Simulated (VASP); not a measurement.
Li: single point with PBE

Li:

```
Li
1.0
     0.00000    2.25731    2.25731
     2.25731    0.00000    2.25731
     2.25731    2.25731    0.00000
Li
2
Direct
  0.87500 0.87500 0.87500
  0.12500 0.12500 0.12500
```

This cell differs from its parent crystal: volume scaled by 0.45.

```yaml
Program: VASP 6.6.1
Task: single point
Functional: PBE
Potentials_or_basis: VASP PAW PBE potentials, release 64 (Li_sv)
Cutoff: 520 eV
k_mesh: 11 × 11 × 11
Occupations: fermi-dirac, width 0.05 eV
Spin: no spin polarisation
```

```json
{"Band gap on the k mesh": "0.22 eV, direct"}
```

Levels at points of the mesh, in eV from the valence-band top:
| k point | band 1 | band 2 | band 3 | band 4 | band 5 | band 6 |
| --- | --- | --- | --- | --- | --- | --- |
| (0.00, 0.00, 0.00) | -48.39 | -47.64 | -4.72 | 9.35 | 9.35 | 9.35 |

Wall time 15 s on 1 thread of AMD EPYC 7R43 64-Core Processor (Zen 3) (shared host), peak memory 0.1 GiB.

 A k mesh can miss the band edges.
